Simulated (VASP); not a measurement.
Runs of VASP 6.6.1 on Ti4H. The structure is that of space group P6/mmm (No. 191), or close to it. The cells are those of the table. The cell was built from a structure type or drawn by symmetry, and may not be a known phase.

```csv
task,cell,k mesh,cutoff (eV),gap on the mesh (eV),pressure (GPa)
single point,"a = 5.349, b = 5.349, c = 3.115 Å, angles 90.0, 90.0, 120.0°, 5 atoms",6 × 6 × 6,520,none,-0.2
single point,"a = 4.153, b = 4.153, c = 4.151 Å, angles 90.0, 90.0, 120.0°, 5 atoms",6 × 6 × 4,520,none,(a)
relaxation of cell and atoms,"relaxed from a = 5.357, b = 5.357, c = 3.105 Å, angles 90.0, 90.0, 120.0°, 5 atoms",6 × 6 × 6,600,none,-0.1
single point,"a = 5.350, b = 5.350, c = 3.114 Å, angles 90.0, 90.0, 120.0°, 5 atoms",12 × 12 × 12,520,none,-0.1
single point,"a = 5.357, b = 5.357, c = 3.105 Å, angles 90.0, 90.0, 120.0°, 5 atoms",6 × 6 × 4,520,none,-0.1
```

Alike in all rows: level PBE; potentials or basis VASP PAW PBE potentials, release 64 (Ti_sv, H); no spin polarisation; smearing gaussian 0.1 eV.

Q: Estimate the missing entries.

A: (a) 44.8.

Caveats: some runs use coarse meshes; atoms lie so close that the PAW spheres overlap strongly, which falsifies energies and pressures (at least some runs).

A gap of «none» marks levels without a gap at the run's occupations.
